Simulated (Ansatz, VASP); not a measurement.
**Two plane-wave programs on Si3B4**

```
CELL_PARAMETERS angstrom
5.79985 0.00000 0.00000
-2.89992 5.02282 0.00000
0.00000 0.00000 3.17730
ATOMIC_POSITIONS crystal
Si 0.36693 0.00000 0.50000
Si 0.00000 0.36693 0.50000
Si 0.63307 0.63307 0.50000
B 0.70112 0.00000 0.50000
B 0.00000 0.70112 0.50000
B 0.29888 0.29888 0.50000
B 0.00000 0.00000 0.50000
```

Alike in both runs: functional PBE; k mesh 4 × 4 × 5; occupations gaussian, width 0.2 eV; no spin polarisation.

Ansatz relaxed the structure, and its values are those at the end. VASP's run is a single point on that final structure, the one shown.

|  | VASP | Ansatz |
| --- | --- | --- |
| version | VASP 6.6.1 | Ansatz 0.2.0 |
| potentials or method | VASP PAW PBE potentials, release 64 (Si, B), cutoff 500 eV | scalar-relativistic, plane waves, PAW |
| valence electrons in the cell | 24 | 24 |

```tsv
	VASP	Ansatz	Ansatz less VASP
gap on the k mesh at the Fermi level (eV)	none	none	-
pressure (GPa)	0.1	0.2	+0.09
rms of the force components (eV/Å)	0.003	0.007	+0.0034
```

A gap of «none» marks a metal or a gap that the smearing closes.

The k mesh is coarse, so the values compare programs but aren't converged.
